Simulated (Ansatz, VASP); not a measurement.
# Be2SbCl in VASP and in Ansatz

INCAR

```
SYSTEM = Be2SbCl
PREC     = Accurate       ! precision mode
ENCUT    = 600            ! plane-wave cutoff, eV
EDIFF    = 1E-6           ! SCF threshold, eV
ISMEAR   = 0              ! smearing method
SIGMA    = 0.1            ! smearing width, eV
LREAL    = .FALSE.        ! projectors in reciprocal space
LASPH    = .TRUE.         ! aspherical terms in the spheres
NELM     = 100            ! most SCF steps
ALGO     = Normal         ! electronic algorithm
ISIF     = 3              ! what is computed and relaxed
LWAVE    = .FALSE.        ! write WAVECAR
LCHARG   = .FALSE.        ! write CHGCAR
GGA      = PE             ! functional
IBRION   = 2              ! ionic algorithm
NSW      = 90             ! ionic steps
EDIFFG   = -0.04          ! ionic threshold
```

Contents of KPOINTS:

```
regular mesh
0
G
  4 4 4
  0 0 0
```

Contents of POSCAR:

```
Be2SbCl
1.0
    2.5653065000     -2.9603809700      0.0000000000
    2.5653065000      2.9603809700      0.0000000000
    0.0000000000      0.0000000000      5.5457131600
Be Sb Cl
2 1 1
Direct
    0.5000000000      0.5000000000      0.6693940600
    0.5000000000      0.5000000000      0.3306059400
    0.5000000000      0.5000000000      0.0000000000
    0.0000000000      0.0000000000      0.5000000000
```

Input for Ansatz:

```yaml
crystal:
  lattice:
    - [2.5653065, -2.96038097, 0.0]
    - [2.5653065, 2.96038097, 0.0]
    - [0.0, 0.0, 5.54571316]
  atoms:
    - { symbol: Be, position: [0.5, 0.5, 0.66939406] }
    - { symbol: Be, position: [0.5, 0.5, 0.33060594] }
    - { symbol: Sb, position: [0.5, 0.5, 0.0] }
    - { symbol: Cl, position: [0.0, 0.0, 0.5] }
basis:
  ecutwfc: 420
kpoints:
  mp_grid: { grid: [4, 4, 4] }
hamiltonian:
  xc: pbe
scf:
  occupations: { method: gaussian, width: 0.1 }
  lower_state_search: "off"
output:
  forces: true
  stress: true
  eigenvalues: true
relax:
  adjacent_minimum: "off"
  f_tol: 0.04
  max_steps: 70
  cell: { stress_tol: 0.4 }
```

Alike in both runs: task relaxation of cell and atoms; functional PBE; k mesh 4 × 4 × 4; occupations gaussian, width 0.1 eV; no spin polarisation.

|  | VASP | Ansatz |
| --- | --- | --- |
| version | VASP 6.6.1 | Ansatz 0.2.0 |
| potentials or method | VASP PAW PBE potentials, release 64 (Be, Sb, Cl), cutoff 600 eV | scalar-relativistic, plane waves, PAW |
| valence electrons in the cell | 16 | 26 |

Ansatz gave:

```
gap on the k mesh at the Fermi level, each at its own relaxed structure (eV) : none
relaxed volume (Å³/atom)                                                     : 20.18
relaxed cell length with the largest relative difference (Å)                 : 3.495
```

Problem. Estimate VASP's values.

Solution. gap on the k mesh at the Fermi level, each at its own relaxed structure (eV): none; relaxed volume (Å³/atom): 20.29; relaxed cell length with the largest relative difference (Å): 3.503.

A gap of «none» marks a metal or a gap that the smearing closes. VASP's potentials hold 16 valence electrons a cell and Ansatz's 26, so a difference there can come from the potentials and not from the codes.

The k mesh is coarse, so the values compare programs but aren't converged. Neither program's run includes spin-orbit coupling.
